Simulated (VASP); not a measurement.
# PtS2 in VASP: notebook, part 2 of 2

VASP 6.6.1. Earlier steps stand in the parts before.

### 3 Relaxation of shape and atoms at fixed volume, r2SCAN (20.74 Å³/atom)

This run uses another cell than the first one, of 20.74 Å³/atom.

File POSCAR:

```
PtS2
1.0
    3.5713312291      0.0000000000      0.0000000000
   -1.7856656145      3.0928635698      0.0000000000
    0.0000000000      0.0000000000      5.6327508704
Pt S
1 2
Direct
    0.0000000000      0.0000000000      0.0000000000
    0.3333333333      0.6666666667      0.2204225226
    0.6666666667      0.3333333333      0.7795774774
```

File INCAR.step1:

```
PREC = Accurate
ENCUT = 550
ISMEAR = 0
SIGMA = 0.05
LREAL = False
LASPH = True
NELM = 120
GGA = PE
ALGO = Normal
EDIFF = 1E-5
LWAVE = True
LCHARG = False
GGA_COMPAT = False
IBRION = 2
ISIF = 3
EDIFFG = -0.005
NELMIN = 4
NSW = 100
```

File INCAR.step2:

```
PREC = Accurate
ENCUT = 550
EDIFF = 1E-7
ISMEAR = 0
SIGMA = 0.05
LREAL = False
LASPH = True
NELM = 120
ALGO = Normal
ISIF = 4
LWAVE = False
LCHARG = False
METAGGA = R2SCAN
LMIXTAU = True
IBRION = 2
NSW = 60
EDIFFG = -0.01
ISTART = 1
GGA_COMPAT = False
NELMIN = 4
```

File KPOINTS:

```
regular mesh
0
Gamma
  8 8 4
```

Potentials or basis: VASP PAW PBE potentials, release 64 (Pt, S).

On the command line:

```bash
$ cat potpaw_PBE.64/Pt/POTCAR potpaw_PBE.64/S/POTCAR > POTCAR
$ cp INCAR.step1 INCAR
$ mpirun -np 1 vasp_std > vasp.out
$ cp INCAR.step2 INCAR
$ mpirun -np 1 vasp_std > vasp.out
```

OUTCAR:

```text
PREC = Accurate
   ENCUT = 550
   EDIFF = 1E-7
   ISMEAR = 0
   LREAL = False
   LASPH = True
   NELM = 120
   ISIF = 4
   METAGGA = R2SCAN
   IBRION = 2
   NSW = 60
   EDIFFG = -0.01
   ISTART = 1
   NELMIN = 4

 ion  position               nearest neighbor table
   1  0.000  0.000  0.000-   2 2.41   3 2.41   3 2.41   2 2.41   3 2.41   2 2.41
   2  0.333  0.667  0.220-   1 2.41   1 2.41   1 2.41
   3  0.667  0.333  0.780-   1 2.41   1 2.41   1 2.41

  LATTYP: Found a hexagonal cell.
 ALAT       =     3.5713312291
 C/A-ratio  =     1.5772132320

  Lattice vectors:

 A1 = (   3.5713312291,   0.0000000000,   0.0000000000)
 A2 = (  -1.7856656145,   3.0928635698,   0.0000000000)
 A3 = (   0.0000000000,   0.0000000000,   5.6327508704)

Analysis of symmetry for initial positions (statically):
=====================================================================
 Subroutine PRICEL returns:
 Original cell was already a primitive cell.

 Routine SETGRP: Setting up the symmetry group for a
 hexagonal supercell.

 Subroutine GETGRP returns: Found 12 space group operations
 (whereof 12 operations were pure point group operations)
 out of a pool of 24 trial point group operations.

The static configuration has the point symmetry D_3d.
[... 174 lines left out ...]
  in kB      -27.7671338    -27.7671338    -18.3605480     -0.0000000      0.0000000      0.0000000
  external PRESSURE =     -24.6316052 kB  Pullay stress =       0.0000000 kB
[... 172 lines left out ...]
--------------------------------------- Ionic step        6  -------------------------------------------

 number of electron      21.9999999 magnetization

 Free energy of the ion-electron system (eV)
  ---------------------------------------------------
  ext. energy  EPLUGINS =         0.00000000
  ---------------------------------------------------
  free energy    TOTEN  =       -68.87290940 eV

  energy without entropy =      -68.87290940  energy(sigma->0) =      -68.87290940

 E-fermi :   4.7344     XC(G=0): -10.4719

 val. band max:        4.4939898474   @ k =   0.1250   0.1250   0.0000
 cond. band min:       5.9152655328   @ k =   0.0000   0.2500   0.2500
 fundamental gap:      1.4212756854
 Fermi energy:         4.7343884907

 k-point     1 :       0.0000    0.0000    0.0000
  band No.  band energies     occupation
      1     -10.5723      2.00000
      2      -8.0643      2.00000
      3      -1.6636      2.00000
      4      -1.6350      2.00000
      5      -1.6350      2.00000
      6       1.1111      2.00000
      7       1.1111      2.00000
      8       3.0088      2.00000
      9       3.9108      2.00000
     10       3.9108      2.00000
     11       4.3370      2.00000
     12       7.5038      0.00000
     13       7.5038      0.00000
     14      10.6294      0.00000
[... 401 lines left out ...]
      2      -8.5083      2.00000
      3      -1.6765      2.00000
      4      -1.1869      2.00000
      5      -0.5935      2.00000
      6       0.2051      2.00000
      7       0.3768      2.00000
      8       1.9115      2.00000
      9       2.1840      2.00000
     10       2.8232      2.00000
     11       3.8541      2.00000
     12       6.2303      0.00000
     13       7.0083      0.00000
     14      11.3612      0.00000
     15      12.7598      0.00000

 [... further k-points ...]
[... 5 lines left out ...]
  --------------------------------------------------------------------------------------
  -------------------------------------------------------------------------------------
  Total       -0.0740836     -0.0740836     -0.0708742     -0.0000000      0.0000000     -0.0000000
  in kB       -1.9077488     -1.9077488     -1.8251025     -0.0000000      0.0000000     -0.0000000
  external PRESSURE =      -1.8802001 kB  Pullay stress =       0.0000000 kB
[... 18 lines left out ...]
  FREE ENERGIE OF THE ION-ELECTRON SYSTEM (eV)
  ---------------------------------------------------
  free  energy   TOTEN  =       -68.8729093969 eV

  energy  without entropy=      -68.8729093969  energy(sigma->0) =      -68.87290940

 reached required accuracy - stopping structural energy minimisation
```

OSZICAR.step1:

```text
N       E                     dE             d eps       ncg     rms          rms(c)
DAV:   1     0.127670433194E+03    0.12767E+03   -0.10720E+04  1050   0.135E+03
DAV:   2    -0.104970433501E+02   -0.13817E+03   -0.13474E+03  1323   0.252E+02
DAV:   3    -0.167300177409E+02   -0.62330E+01   -0.61977E+01  1372   0.581E+01
[... 216 lines left out ...]
       N       E                     dE             d eps       ncg     rms          rms(c)
DAV:   1    -0.154624400836E+02   -0.16596E-08   -0.34055E-05  1064   0.471E-02    0.710E-03
DAV:   2    -0.154624393471E+02    0.73649E-06   -0.15168E-06   525   0.125E-02    0.362E-03
DAV:   3    -0.154624390834E+02    0.26379E-06   -0.46607E-07   525   0.503E-03    0.185E-03
DAV:   4    -0.154624390060E+02    0.77321E-07   -0.15049E-07   525   0.346E-03
  28 F= -.15462439E+02 E0= -.15462439E+02  d E =-.166400E-03
```

Run time: 26 min. Hardware: 1 thread of Intel Xeon 8259CL, shared host; peak memory 0.23 GiB.

What came out:

| Quantity | Value |
| --- | --- |
| Free energy | -68.8729 eV |
| Energy gained by relaxing | 3.0 meV/atom |
| Ionic steps | 6 |
| Pressure after relaxing | -0.2 GPa |
| Band gap on the k mesh | 1.42 eV (least direct gap 1.45 eV) |

Step by step:
| step | energy change (eV) | largest force (eV/Å) | pressure (GPa) | volume (Å³) |
| --- | --- | --- | --- | --- |
| 1 | 0.0000 | 0.2659 | -2.46 | 62.22 |
| 2 | -0.0062 | 0.1124 | -1.41 | 62.22 |
| 3 | -0.0082 | 0.0234 | -0.48 | 62.22 |
| 4 | -0.0082 | 0.0369 | -0.39 | 62.22 |
| 5 | -0.0088 | 0.0148 | -0.26 | 62.22 |
| 6 | -0.0089 | 0.0018 | -0.19 | 62.22 |

Final structure:
```
Pt S
1.0
     3.54794    0.00000    0.00000
    -1.77397    3.07261    0.00000
     0.00000    0.00000    5.70725
Pt S
1 2
Direct
  0.00000 0.00000 0.00000
  0.33333 0.66667 0.21620
  0.66667 0.33333 0.78380
```

Caveat: the PAW data sets were made with another functional, which shifts forces and pressure a little; spin-orbit coupling is left out, which moves the levels of the heavy elements. r2SCAN opens gaps a little over a GGA but as a rule still falls short of measured ones.

### 4 Relaxation of shape and atoms at fixed volume, r2SCAN (21.15 Å³/atom)

This run uses another cell than the first one, of 21.15 Å³/atom.

File POSCAR:

```
PtS2
1.0
    3.5709467510      0.0000000000      0.0000000000
   -1.7854733755      3.0925306020      0.0000000000
    0.0000000000      0.0000000000      5.7444337540
Pt S
1 2
Direct
    0.0000000000      0.0000000000      0.0000000000
    0.3333333333      0.6666666667      0.2163044326
    0.6666666667      0.3333333333      0.7836955674
```

File INCAR.step1:

```
SYSTEM = PtS2
PREC = Accurate
ENCUT = 550
ISMEAR = 0
SIGMA = 0.05
LREAL = .FALSE.
LASPH = .TRUE.
NELM = 120
GGA = PE
ALGO = Normal
EDIFF = 1E-5
LWAVE = .TRUE.
LCHARG = .FALSE.
GGA_COMPAT = .FALSE.
IBRION = 2
ISIF = 3
EDIFFG = -0.005
NELMIN = 4
NSW = 100
```

File INCAR.step2:

```
SYSTEM = PtS2
PREC = Accurate
ENCUT = 550
EDIFF = 1E-7
ISMEAR = 0
SIGMA = 0.05
LREAL = .FALSE.
LASPH = .TRUE.
NELM = 120
ALGO = Normal
ISIF = 4
LWAVE = .FALSE.
LCHARG = .FALSE.
METAGGA = R2SCAN
LMIXTAU = .TRUE.
IBRION = 2
NSW = 60
EDIFFG = -0.01
ISTART = 1
GGA_COMPAT = .FALSE.
NELMIN = 4
```

File KPOINTS:

```
regular mesh
0
G
  8 8 4
  0 0 0
```

On the command line:

```bash
$ cat potpaw_PBE.64/Pt/POTCAR potpaw_PBE.64/S/POTCAR > POTCAR
$ cp INCAR.step1 INCAR
$ mpirun -np 1 vasp_std > vasp.out
$ cp INCAR.step2 INCAR
$ mpirun -np 1 vasp_std > vasp.out
```

Wall time 29 min (1 thread of Intel Xeon 8259CL, shared host); peak memory 0.23 GiB.

The run converged. Its results:

```yaml
Free_energy: -68.8713 eV
Energy_gained_by_relaxing: 3.0 meV/atom
Ionic_steps: 6
Pressure_after_relaxing: -0.3 GPa
Band_gap_on_the_k_mesh: 1.48 eV (least direct gap 1.52 eV)
```

Step by step:
| step | energy change (eV) | largest force (eV/Å) | pressure (GPa) | volume (Å³) |
| --- | --- | --- | --- | --- |
| 1 | 0.0000 | 0.2641 | -2.57 | 63.44 |
| 2 | -0.0062 | 0.1124 | -1.54 | 63.44 |
| 3 | -0.0081 | 0.0230 | -0.61 | 63.44 |
| 4 | -0.0082 | 0.0369 | -0.52 | 63.44 |
| 5 | -0.0088 | 0.0144 | -0.40 | 63.44 |
| 6 | -0.0089 | 0.0015 | -0.33 | 63.44 |

Final structure:
```cif
data_structure
_symmetry_space_group_name_H-M 'P 1'
_symmetry_Int_Tables_number 1
_cell_length_a 3.5476
_cell_length_b 3.5476
_cell_length_c 5.8202
_cell_angle_alpha 90.000
_cell_angle_beta 90.000
_cell_angle_gamma 120.000
_cell_volume 63.44
loop_
_atom_site_label
_atom_site_type_symbol
_atom_site_fract_x
_atom_site_fract_y
_atom_site_fract_z
_atom_site_occupancy
Pt1 Pt 0.00000 0.00000 0.00000 1
S1 S 0.33333 0.66667 0.21217 1
S2 S 0.66667 0.33333 0.78783 1
```

Levels at points of the mesh, in eV from the valence-band top:
```tsv
k point	band 7	band 8	band 9	band 10	band 11	band 12	band 13	band 14	band 15
(0.00, 0.00, 0.00)	-3.34	-1.42	-0.54	-0.54	-0.21	3.07	3.07	6.14	6.22
(0.50, 0.00, 0.00)	-2.64	-2.52	-2.41	-2.16	-1.99	2.55	3.05	5.93	7.24
(0.00, 0.00, 0.50)	-3.34	-1.67	-0.84	-0.60	-0.60	3.22	3.22	6.37	7.78
(0.50, 0.00, 0.50)	-2.64	-2.59	-2.31	-2.16	-1.39	2.78	2.90	5.63	6.62
```

Caveat: the PAW data sets were made with another functional, which shifts forces and pressure a little; spin-orbit coupling is left out, which moves the levels of the heavy elements. A k mesh can miss the band edges.

### 5 Relaxation of shape and atoms at fixed volume, r2SCAN (21.76 Å³/atom)

This run uses another cell than the first one, of 21.76 Å³/atom.

File POSCAR:

```
PtS2
1.0
    3.5813049676      0.0000000000      0.0000000000
   -1.7906524838      3.1015010806      0.0000000000
    0.0000000000      0.0000000000      5.8760002000
Pt S
1 2
Direct
    0.0000000000      0.0000000000      0.0000000000
    0.3333333333      0.6666666667      0.2122740189
    0.6666666667      0.3333333333      0.7877259811
```

File INCAR.step1:

```
SYSTEM = PtS2
  PREC = Accurate
  ENCUT = 550
  ISMEAR = 0
  SIGMA = 0.05
  LREAL = .False.
  LASPH = .True.
  NELM = 120
  GGA = PE
  ALGO = Normal
  EDIFF = 1E-5
  LWAVE = .True.
  LCHARG = .False.
  GGA_COMPAT = .False.
  IBRION = 2
  ISIF = 3
  EDIFFG = -0.005
  NELMIN = 4
  NSW = 100
```

File INCAR.step2:

```
SYSTEM = PtS2
  PREC = Accurate
  ENCUT = 550
  EDIFF = 1E-7
  ISMEAR = 0
  SIGMA = 0.05
  LREAL = .False.
  LASPH = .True.
  NELM = 120
  ALGO = Normal
  ISIF = 4
  LWAVE = .False.
  LCHARG = .False.
  METAGGA = R2SCAN
  LMIXTAU = .True.
  IBRION = 2
  NSW = 60
  EDIFFG = -0.01
  ISTART = 1
  GGA_COMPAT = .False.
  NELMIN = 4
```

File KPOINTS:

```
regular mesh
0
Gamma
  8 8 4
  0 0 0
```

On the command line:

```bash
$ cat potpaw_PBE.64/Pt/POTCAR potpaw_PBE.64/S/POTCAR > POTCAR
$ cp INCAR.step1 INCAR
$ mpirun -np 1 vasp_std > vasp.out
$ cp INCAR.step2 INCAR
$ mpirun -np 1 vasp_std > vasp.out
```

It took 27 min on 1 thread of Intel Xeon 8259CL, shared host; peak memory 0.23 GiB.

Results (log left out):

```
Free energy               : -68.8673 eV
Energy gained by relaxing : 6.3 meV/atom
Ionic steps               : 6
Pressure after relaxing   : -0.4 GPa
Band gap on the k mesh    : 1.56 eV (least direct gap 1.61 eV)
```

Forces on the atoms (eV/Å):
```
Pt   0.000  0.000  0.000
S    0.000  0.000  0.002
S    0.000  0.000 -0.002
```

The path:
| step | energy change (eV) | largest force (eV/Å) | pressure (GPa) | volume (Å³) |
| --- | --- | --- | --- | --- |
| 1 | 0.0000 | 0.3808 | -3.63 | 65.27 |
| 2 | -0.0129 | 0.1685 | -2.21 | 65.27 |
| 3 | -0.0174 | 0.0399 | -0.81 | 65.27 |
| 4 | -0.0174 | 0.0536 | -0.72 | 65.27 |
| 5 | -0.0187 | 0.0209 | -0.54 | 65.27 |
| 6 | -0.0189 | 0.0020 | -0.45 | 65.27 |

Final structure:
```
Pt S
1.0
     3.54699    0.00000    0.00000
    -1.77350    3.07179    0.00000
     0.00000    0.00000    5.99023
Pt S
1 2
Direct
  0.00000 0.00000 0.00000
  0.33333 0.66667 0.20632
  0.66667 0.33333 0.79368
```

Levels at points of the mesh, in eV from the valence-band top:
| k point | band 7 | band 8 | band 9 | band 10 | band 11 | band 12 | band 13 | band 14 | band 15 |
| --- | --- | --- | --- | --- | --- | --- | --- | --- | --- |
| (0.00, 0.00, 0.00) | -3.27 | -1.33 | -0.48 | -0.48 | -0.28 | 3.16 | 3.16 | 6.10 | 6.33 |
| (0.50, 0.00, 0.00) | -2.57 | -2.46 | -2.33 | -2.02 | -1.94 | 2.66 | 3.08 | 5.94 | 7.26 |
| (0.00, 0.00, 0.50) | -3.27 | -1.52 | -0.83 | -0.52 | -0.52 | 3.26 | 3.26 | 6.40 | 7.76 |
| (0.50, 0.00, 0.50) | -2.57 | -2.52 | -2.26 | -2.08 | -1.41 | 2.88 | 2.94 | 5.66 | 6.72 |

Caveat: the PAW data sets were made with another functional, which shifts forces and pressure a little; spin-orbit coupling is left out, which moves the levels of the heavy elements.

### 6 Summary

```csv
task,cell,gap on the mesh (eV),pressure (GPa),relaxed volume (Å³/atom)
single point,"a = 3.548, b = 3.555, c = 5.529 Å, angles 90.9, 90.5, 121.0°, 3 atoms, atomic positions A",1.12,0.0,-
relaxation of shape and atoms at fixed volume,"relaxed from a = 3.571, b = 3.571, c = 5.633 Å, angles 90.0, 90.0, 120.0°, 3 atoms, atomic positions B",1.42,-0.2,20.74
relaxation of shape and atoms at fixed volume,"relaxed from a = 3.571, b = 3.571, c = 5.744 Å, angles 90.0, 90.0, 120.0°, 3 atoms, atomic positions C",1.48,-0.3,21.15
relaxation of shape and atoms at fixed volume,"relaxed from a = 3.581, b = 3.581, c = 5.876 Å, angles 90.0, 90.0, 120.0°, 3 atoms, atomic positions D",1.56,-0.4,21.76
```

Alike in all rows: level r2SCAN; potentials or basis VASP PAW PBE potentials, release 64 (Pt, S); no spin polarisation; k mesh 8 × 8 × 4; cutoff (eV) 550; smearing gaussian 0.05 eV.

Caveats: the PAW data sets were made with another functional, which shifts forces and pressure a little; spin-orbit coupling is left out, which moves the levels of the heavy elements.

Absolute energies hang on the potentials; compare differences alone.
